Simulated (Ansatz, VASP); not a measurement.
# Rb2PdO2 in VASP and in Ansatz

```
CELL_PARAMETERS angstrom
0.00000 4.27627 0.00000
4.27627 0.00000 0.00000
2.13814 2.13814 -6.74698
ATOMIC_POSITIONS crystal
Rb 0.34510 0.34510 0.30980
Rb 0.65490 0.65490 0.69020
O 0.12730 0.12730 0.74540
O 0.87270 0.87270 0.25460
Pd 0.00000 0.00000 0.00000
```

Alike in both runs: task relaxation of cell and atoms; functional PBE; k mesh 5 × 5 × 5; no spin polarisation; Hubbard terms Pd d U = 1.0 eV.

```csv
,VASP,Ansatz
version,VASP 6.6.1,Ansatz 0.2.0
potentials or method,"VASP PAW PBE potentials, release 64 (Rb_sv, O, Pd_sv_GW), cutoff 700 eV",PAW plane waves
occupations,"fermi-dirac, width 0.1 eV",fermi-dirac
valence electrons in the cell,48,48
```

Ansatz gave:

| Item | Value |
| --- | --- |
| gap on the k mesh at the Fermi level, each at its own relaxed structure (eV) | none |
| relaxed volume (Å³/atom) | 24.77 |
| relaxed length of the cell vector where the two differ most in proportion (Å) | 4.246 |

What did VASP give for the same quantities?

gap on the k mesh at the Fermi level, each at its own relaxed structure (eV): none; relaxed volume (Å³/atom): 24.73; relaxed length of the cell vector where the two differ most in proportion (Å): 4.240.

The programs project onto different local orbitals, so the same U acts differently, and such runs can settle in different states. A gap of «none» marks a metal or a gap that the smearing closes. Ansatz's warnings: filled band counts differ across k points.
